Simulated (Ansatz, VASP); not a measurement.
# CaSe in VASP and in Ansatz

```
Ca Se
1.0
     0.00000    2.96753    2.96753
     2.96753    0.00000    2.96753
     2.96753    2.96753    0.00000
Ca Se
1 1
Direct
  0.00000 0.00000 0.00000
  0.50000 0.50000 0.50000
```

Alike in both runs: task single point; functional PBE; k mesh 8 × 8 × 8; occupations fermi-dirac, width 0.02 eV; no spin polarisation.

|  | VASP | Ansatz |
| --- | --- | --- |
| version | VASP 6.6.1 | Ansatz 0.2.0 |
| potentials or method | VASP PAW PBE potentials, release 64 (Ca_sv, Se) | plane waves, PAW |
| plane-wave cutoff (eV) | 520 | 420 |
| valence electrons in the cell | 16 | 26 |

```csv
,VASP,Ansatz,Ansatz less VASP
gap on the k mesh at the Fermi level (eV),2.05,2.06,+0.010
pressure (GPa),0.7,0.6,-0.17
```

VASP's potentials hold 16 valence electrons a cell and Ansatz's 26, so a difference there can come from the potentials and not from the codes.
